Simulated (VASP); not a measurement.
Input of a VASP 6.6.1 run:

INCAR

```
PREC = Accurate
ENCUT = 520
EDIFF = 1E-6
ISMEAR = 0
SIGMA = 0.2
LREAL = F
LASPH = T
NELM = 100
ALGO = Fast
ISIF = 2
LWAVE = F
LCHARG = F
GGA = PE
NBANDS = 31
```

Contents of KPOINTS:

```
regular mesh
0
Gamma
  3 3 4
```

Contents of POSCAR:

```
TiAl3
1.0
    5.6000992272      0.0000000000      0.0000000000
   -2.8000496136      4.8498281945      0.0000000000
    0.0000000000      0.0000000000      4.6690142236
Ti Al
2 6
Direct
    0.3333333333      0.6666666667      0.2500000000
    0.6666666667      0.3333333333      0.7500000000
    0.6692625866      0.8346312933      0.7500000000
    0.8346312933      0.1653687067      0.2500000000
    0.1653687067      0.3307374134      0.7500000000
    0.1653687067      0.8346312933      0.7500000000
    0.3307374134      0.1653687067      0.2500000000
    0.8346312933      0.6692625866      0.2500000000
```

Potentials or basis: VASP PAW PBE potentials, release 64 (Ti_sv, Al).

Command:

```sh
$ cat potpaw_PBE.64/Ti_sv/POTCAR potpaw_PBE.64/Al/POTCAR > POTCAR
$ mpirun -np 1 vasp_std > vasp.out
```

(1) Estimate the band gap on the k mesh.

(2) Estimate the largest force.

(3) Estimate the pressure.

Results:

(1) zero (band 21 reaches 9.04 eV, above the bottom of band 22 at 7.99 eV).

(2) 0.006 eV/Å.

(3) -0.1 GPa.

Caveat: the k points lie up to 0.43 Å⁻¹ apart.
